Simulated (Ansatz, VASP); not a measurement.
## PbSe in VASP and in Ansatz

```
Pb Se
1.0
     0.00000    3.06611    3.06611
     3.06611    0.00000    3.06611
     3.06611    3.06611    0.00000
Pb Se
1 1
Direct
  0.00000 0.00000 0.00000
  0.50000 0.50000 0.50000
```

Alike in both runs: functional PBE; dispersion D3(BJ); k mesh 6 × 6 × 6; no spin polarisation.

Ansatz relaxed the structure, and its values are those at the end. VASP's run is a single point on that final structure, the one shown.

|  | VASP | Ansatz |
| --- | --- | --- |
| version | VASP 6.6.1 | Ansatz 0.2.0 |
| potentials or method | VASP PAW PBE potentials, release 64 (Pb_d, Se) | plane waves, PAW |
| plane-wave cutoff (eV) | 500 | 420 |
| occupations | gaussian, width 0.01 eV | fixed |
| valence electrons in the cell | 20 | 30 |

```csv
,VASP,Ansatz,Ansatz less VASP
pressure (GPa),0.0,0.0,+0.02
```

VASP's potentials hold 20 valence electrons a cell and Ansatz's 30, so a difference there can come from the potentials and not from the codes. Ansatz's warnings: stress scf threshold loose.

Neither program's run includes spin-orbit coupling.
